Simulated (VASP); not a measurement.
A run of VASP 6.6.1:

INCAR

```
SYSTEM = TiClO
PREC = Accurate
ENCUT = 520
EDIFF = 1E-7
ISMEAR = 0
SIGMA = 0.1
LREAL = .FALSE.
LASPH = .TRUE.
NELM = 100
ALGO = Normal
ISIF = 2
LWAVE = .FALSE.
LCHARG = .FALSE.
GGA = PS
NBANDS = 34
```

The input KPOINTS:

```
regular mesh
0
G
  7 6 3
  0 0 0
```

POSCAR

```
TiClO
1.0
    3.3800000000      0.0000000000      0.0000000000
    0.0000000000      3.7900000000      0.0000000000
    0.0000000000      0.0000000000      8.0300000000
Ti Cl O
2 2 2
Direct
    0.0000000000      0.5000000000      0.1220000000
    0.5000000000      0.0000000000      0.8780000000
    0.5000000000      0.5000000000      0.3200000000
    0.0000000000      0.0000000000      0.6800000000
    0.5000000000      0.5000000000      0.9350000000
    0.0000000000      0.0000000000      0.0650000000
```

Potentials or basis: VASP PAW PBE potentials, release 64 (Ti_sv, Cl, O).

Launch:

```bash
$ cat potpaw_PBE.64/Ti_sv/POTCAR potpaw_PBE.64/Cl/POTCAR potpaw_PBE.64/O/POTCAR > POTCAR
$ mpirun -np 1 vasp_std > vasp.out
```

Hardware: 1 thread of Intel Xeon 8259CL, on a shared host.

**Question.** Estimate the wall time of this run.

**Answer.** It took 2.8 min on 1 thread of Intel Xeon 8259CL (shared host), peak memory 0.26 GiB. Counts: scf iterations 18, k points 32.
